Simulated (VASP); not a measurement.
# CaB2 (P6/mmm) in VASP: single point with PBE

Aim: the single point of CaB2 with PBE.

Everything below comes from runs of VASP 6.6.1. Logs are shortened: lines on timing, memory, paths and dates and some standing lists are left out, and cuts for length are marked.

## Step 1: The cell of the first run

Symmetry: P6/mmm, No. 191, hexagonal system. The conventional cell has a = 3.226 Å, b = 3.226 Å, c = 4.067 Å, α = 90.00°, β = 90.00°, γ = 120.00°. Within 3.6 Å of Ca (site symmetry 6/mmm) lie 12 B at 2.76 Å and 6 Ca at 3.23 Å. B (site symmetry -6m2) has 3 B at 1.86 Å within 2.5 Å.

## Step 2: Single point, PBE

Input file INCAR:

```
SYSTEM = CaB2
PREC = Accurate
ENCUT = 520
EDIFF = 1E-6
ISMEAR = -1
SIGMA = 0.05
LREAL = .FALSE.
LASPH = .TRUE.
NELM = 100
ALGO = Normal
ISIF = 2
LWAVE = .FALSE.
LCHARG = .FALSE.
GGA = PE
NBANDS = 15
```

Input file KPOINTS:

```
regular mesh
0
G
  5 5 4
  0 0 0
```

Input file POSCAR:

```
CaB2
1.0
    3.2264302843      0.0000000000      0.0000000000
   -1.6132151421      2.7941705897      0.0000000000
    0.0000000000      0.0000000000      4.0673920000
Ca B
1 2
Direct
    0.0000000000      0.0000000000      0.0000000000
    0.6666666667      0.3333333333      0.5000000000
    0.3333333333      0.6666666667      0.5000000000
```

Potentials or basis: VASP PAW PBE potentials, release 64 (Ca_sv, B).

The run is started by

```sh
$ cat potpaw_PBE.64/Ca_sv/POTCAR potpaw_PBE.64/B/POTCAR > POTCAR
$ mpirun -np 1 vasp_std > vasp.out
```

OUTCAR:

```text
SYSTEM = CaB2
   PREC = Accurate
   ENCUT = 520
   EDIFF = 1E-6
   ISMEAR = -1
   LREAL = .FALSE.
   LASPH = .TRUE.
   NELM = 100
   ISIF = 2
   GGA = PE

 ion  position               nearest neighbor table
   1  0.000  0.000  0.000-
   2  0.667  0.333  0.500-   3 1.86   3 1.86   3 1.86
   3  0.333  0.667  0.500-   2 1.86   2 1.86   2 1.86

  LATTYP: Found a hexagonal cell.
 ALAT       =     3.2264302843
 C/A-ratio  =     1.2606477257

  Lattice vectors:

 A1 = (   3.2264302843,   0.0000000000,   0.0000000000)
 A2 = (  -1.6132151421,   2.7941705897,   0.0000000000)
 A3 = (   0.0000000000,   0.0000000000,   4.0673920000)

Analysis of symmetry for initial positions (statically):
=====================================================================
 Subroutine PRICEL returns:
 Original cell was already a primitive cell.

 Routine SETGRP: Setting up the symmetry group for a
 hexagonal supercell.

 Subroutine GETGRP returns: Found 24 space group operations
 (whereof 24 operations were pure point group operations)
 out of a pool of 24 trial point group operations.

The static configuration has the point symmetry D_6h.

Analysis of symmetry for dynamics (positions and initial velocities):
=====================================================================
 Subroutine PRICEL returns:
 Original cell was already a primitive cell.

 Routine SETGRP: Setting up the symmetry group for a
 hexagonal supercell.

 Subroutine GETGRP returns: Found 24 space group operations
 (whereof 24 operations were pure point group operations)
 out of a pool of 24 trial point group operations.

The dynamic configuration has the point symmetry D_6h.

 Subroutine INISYM returns: Found 24 space group operations
 (whereof 24 operations are pure point group operations),
 and found     1 'primitive' translations

----------------------------------------------------------------------------------------

                                     Primitive cell

  volume of cell :      36.6683

  direct lattice vectors                    reciprocal lattice vectors
     3.226430284  0.000000000  0.000000000     0.309940061  0.178943978  0.000000000
    -1.613215142  2.794170590  0.000000000     0.000000000  0.357887956  0.000000000
     0.000000000  0.000000000  4.067392000     0.000000000  0.000000000  0.245857788

  length of vectors
     3.226430284  3.226430284  4.067392000     0.357887956  0.357887956  0.245857788

[... 81 lines left out ...]
   TEBEG  =    0.0;   TEEND  =   0.0 temperature during run
   PSTRESS=    0.0 pullay stress
   NELECT =      16.0000    total number of electrons
   NUPDOWN=      -1.0000    fix difference up-down
   EMIN   =  10.00;   EMAX   =-10.00  energy-range for DOS
   EFERMI =   0.00;   METHOD = LEGACY
   ISMEAR =    -1;   SIGMA  =   0.05  broadening in eV -4-tet -1-fermi 0-gaus
   EFERMI_NEDOS =   21; number of points for ismear=-14 and -15
   IALGO  =     38    algorithm
   IMIX   =      4    mixing-type and parameters
     AMIX     =   0.40;   BMIX     =  1.00
     AMIX_MAG =   1.60;   BMIX_MAG =  1.00
  volume/ion in A,a.u.               =      12.22        82.48
  Fermi-wavevector in a.u.,A,eV,Ry     =   1.241703  2.346479 20.977823  1.541826
  Thomas-Fermi vector in A             =   2.376089
   LORBIT       =      0    0 simple, 1 ext, 2 COOP (PROOUT), +10 PAW based schemes
   GGA     = PE    functional components
   LHFCALC =     F    Hartree Fock is set to
   AEXX    =    0.0000 exact exchange contribution
   IVDW    =     0    specifies the selected vdW correction
   LEPSILON=     F    determine dielectric tensor
   LRPA    =     F    only Hartree local field effects (RPA)
 non-spin polarized calculation
  energy-cutoff  :      520.00
  volume of cell :       36.67
 maximum number of plane-waves:      1000
 NGX is ok and might be reduce to    24
   NGX = 11   NGY = 11   NGZ = 15

 number of electron      16.0000004 magnetization

 Free energy of the ion-electron system (eV)
  ---------------------------------------------------
  ext. energy  EPLUGINS =         0.00000000
  ---------------------------------------------------
  free energy    TOTEN  =       -15.73955690 eV

  energy without entropy =      -15.73278314  energy(sigma->0) =      -15.73617002

 E-fermi :   4.7068     XC(G=0): -10.8066

 val. band max:        4.4479579705   @ k =   0.2000  -0.0000   0.0000
 cond. band min:       4.7924082616   @ k =   0.4000   0.0000   0.5000
 fundamental gap:      0.3444502911
 Fermi energy:         4.7068121628

 k-point     1 :       0.0000    0.0000    0.0000
  band No.  band energies     occupation
      1     -35.1245      2.00000
      2     -16.1089      2.00000
      3     -15.9212      2.00000
      4     -15.9212      2.00000
      5      -5.7193      2.00000
      6       2.8781      2.00000
      7       5.0339      0.00288
      8       5.0500      0.00209
      9       5.0500      0.00209
     10      10.0320      0.00000
     11      10.0320      0.00000
     12      10.8776      0.00000
     13      10.8776      0.00000
     14      11.5731      0.00000
[... 239 lines left out ...]
      2     -16.5697      2.00000
      3     -16.2465      2.00000
      4     -16.0246      2.00000
      5      -2.2348      2.00000
      6      -0.8808      2.00000
      7       1.8106      2.00000
      8       4.0670      1.99999
      9       4.1963      1.99993
     10      10.2703      0.00000
     11      11.1437      0.00000
     12      11.5482      0.00000
     13      11.7825      0.00000
     14      12.4231      0.00000
     15      12.8101      0.00000

------------------------ aborting loop because EDIFF is reached ----------------------------------------

  FORCE on cell =-STRESS in cart. coord.  units (eV):
  Direction    XX          YY          ZZ          XY          YZ          ZX
  --------------------------------------------------------------------------------------
  -------------------------------------------------------------------------------------
  Total        0.0458304      0.0458304     -0.1152764      0.0000000      0.0000000      0.0000000
  in kB        2.0025042      2.0025042     -5.0368601      0.0000000      0.0000000      0.0000000
  external PRESSURE =      -0.3439506 kB  Pullay stress =       0.0000000 kB

 VOLUME and BASIS-vectors are now :
 -----------------------------------------------------------------------------
  energy-cutoff  :      520.00
  volume of cell :       36.67
      direct lattice vectors                 reciprocal lattice vectors
     3.226430284  0.000000000  0.000000000     0.309940061  0.178943978  0.000000000
    -1.613215142  2.794170590  0.000000000     0.000000000  0.357887956  0.000000000
     0.000000000  0.000000000  4.067392000     0.000000000  0.000000000  0.245857788

 POSITION                                       TOTAL-FORCE (eV/Angst)
 -----------------------------------------------------------------------------------
      0.00000      0.00000      0.00000         0.000000      0.000000      0.000000
      1.61322      0.93139      2.03370         0.000000      0.000000      0.000000
     -0.00000      1.86278      2.03370        -0.000000      0.000000     -0.000000
 -----------------------------------------------------------------------------------
    total drift:                               -0.000000      0.000000      0.000000

  FREE ENERGIE OF THE ION-ELECTRON SYSTEM (eV)
  ---------------------------------------------------
  free  energy   TOTEN  =       -15.7395569041 eV

  energy  without entropy=      -15.7327831437  energy(sigma->0) =      -15.73617002
```

OSZICAR:

```text
N       E                     dE             d eps       ncg     rms          rms(c)
DAV:   1     0.954567855806E+02    0.95457E+02   -0.79575E+03   450   0.104E+03
DAV:   2    -0.135717224826E+02   -0.10903E+03   -0.10300E+03   548   0.265E+02
DAV:   3    -0.165653856505E+02   -0.29937E+01   -0.29677E+01   618   0.421E+01
DAV:   4    -0.167229408129E+02   -0.15756E+00   -0.15750E+00   604   0.828E+00
DAV:   5    -0.167251672785E+02   -0.22265E-02   -0.22264E-02   655   0.971E-01    0.557E+00
DAV:   6    -0.158229216781E+02    0.90225E+00   -0.87401E-01   541   0.609E+00    0.253E+00
DAV:   7    -0.157406266828E+02    0.82295E-01   -0.28680E-01   669   0.312E+00    0.882E-01
DAV:   8    -0.157391857435E+02    0.14409E-02   -0.32303E-02   608   0.158E+00    0.138E-01
DAV:   9    -0.157395030147E+02   -0.31727E-03   -0.95090E-04   680   0.263E-01    0.628E-02
DAV:  10    -0.157395459046E+02   -0.42890E-04   -0.23861E-04   552   0.128E-01    0.278E-02
DAV:  11    -0.157395568071E+02   -0.10902E-04   -0.24998E-05   485   0.524E-02    0.216E-03
DAV:  12    -0.157395569041E+02   -0.97014E-07   -0.10043E-06   462   0.806E-03
   1 F= -.15739557E+02 E0= -.15736170E+02  d E =-.677376E-02
```

stdout:

```text
POSCAR found type information on POSCAR CaB
 POSCAR found :  2 types and       3 ions
 scaLAPACK will be used
 LDA part: xc-table for (Slater+PW92), standard interpolation
 POSCAR, INCAR and KPOINTS ok, starting setup
 FFT: planning ... GRIDC
 FFT: planning ... GRID_SOFT
 FFT: planning ... GRID
 WAVECAR not read
 entering main loop
```

It took 10 s on 1 thread of AMD EPYC 7R43 (Zen 3), shared host; peak memory 0.11 GiB.

Results:

- Free energy: -15.7396 eV
- Pressure: 0.0 GPa
- Band gap on the k mesh: zero (band 8 reaches 5.63 eV, above the bottom of band 9 at 4.20 eV)

Stress tensor (GPa, compression positive):
```
 0.20  0.00  0.00
 0.00  0.20  0.00
 0.00  0.00 -0.50
```

Levels at points of the mesh, in eV from the Fermi level:
```
           k point  band 4  band 5  band 6  band 7  band 8  band 9  band 10  band 11  band 12  band 13
(0.00, 0.00, 0.00)  -20.63  -10.43   -1.83    0.33    0.34    0.34     5.33     5.33     6.17     6.17
(0.00, 0.00, 0.50)  -20.62   -9.39   -4.73    0.93    0.93    3.34     4.01     4.01     4.22     4.22
```

Caveat: the k points lie up to 0.45 Å⁻¹ apart.
